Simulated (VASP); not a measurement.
Input of a VASP 6.6.1 run:

The input INCAR:

```
SYSTEM = Ti
ALGO = Fast
EDIFF = 1E-6
ENCUT = 520
GGA = PE
ISIF = 2
ISMEAR = 0
LASPH = .TRUE.
LCHARG = .FALSE.
LREAL = .FALSE.
LWAVE = .FALSE.
NBANDS = 12
NELM = 100
PREC = Accurate
SIGMA = 0.15
```

File KPOINTS:

```
k-points
0
G
  22 22 22
  0 0 0
```

POSCAR

```
Ti
1.0
   -1.4251557645      1.4251557645      1.7832974082
    1.4251557645     -1.4251557645      1.7832974082
    1.4251557645      1.4251557645     -1.7832974082
Ti
1
Direct
    0.0000000000      0.0000000000      0.0000000000
```

Potentials or basis: VASP PAW PBE potentials, release 64 (Ti_sv).

Command:

```console
$ cat potpaw_PBE.64/Ti_sv/POTCAR > POTCAR
$ mpirun -np 1 vasp_std > vasp.out
```

(1) What does it give for the pressure?

(2) Predict the band gap on the k mesh.

## Answers

(1) 25.7 GPa.

(2) zero (band 6 reaches 11.17 eV, above the bottom of band 7 at 9.53 eV).
